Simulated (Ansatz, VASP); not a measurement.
# One calculation of InP3, two programs

```
In P
1.0
     3.74150    2.16016    3.47033
    -3.74150    2.16016    3.47033
     0.00000   -4.32031    3.47033
In P
2 6
Direct
  0.27025 0.27025 0.27025
  0.72975 0.72975 0.72975
  0.79829 0.24470 0.79829
  0.79829 0.79829 0.24470
  0.24470 0.79829 0.79829
  0.20171 0.75530 0.20171
  0.75530 0.20171 0.20171
  0.20171 0.20171 0.75530
```

Change from the starting cell: strain +0.0300 x Voigt [0, 0, 1, 0, 0, 0], atoms carried along.

Alike in both runs: task single point; functional r2SCAN; k mesh 6 × 6 × 6; occupations gaussian, width 0.15 eV; no spin polarisation.

|  | VASP | Ansatz |
| --- | --- | --- |
| version | VASP 6.6.1 | Ansatz 0.2.0 |
| potentials or method | VASP PAW PBE potentials, release 64 (In_d, P), cutoff 520 eV | scalar-relativistic, plane waves, PAW |
| valence electrons in the cell | 56 | 56 |

```csv
,VASP,Ansatz,Ansatz less VASP
gap on the k mesh at the Fermi level (eV),none,none,-
pressure (GPa),-2.1,-1.8,+0.34
"traceless stress, the component that is largest in VASP (GPa)",-1.17,-1.22,-0.049
rms of the force components (eV/Å),0.195,0.149,-0.0459
```

VASP's potentials were made for PBE, not for r2SCAN. Atom by atom the forces differ by 0.049 eV/Å (rms over components). A gap of «none» marks a metal or a gap that the smearing closes.
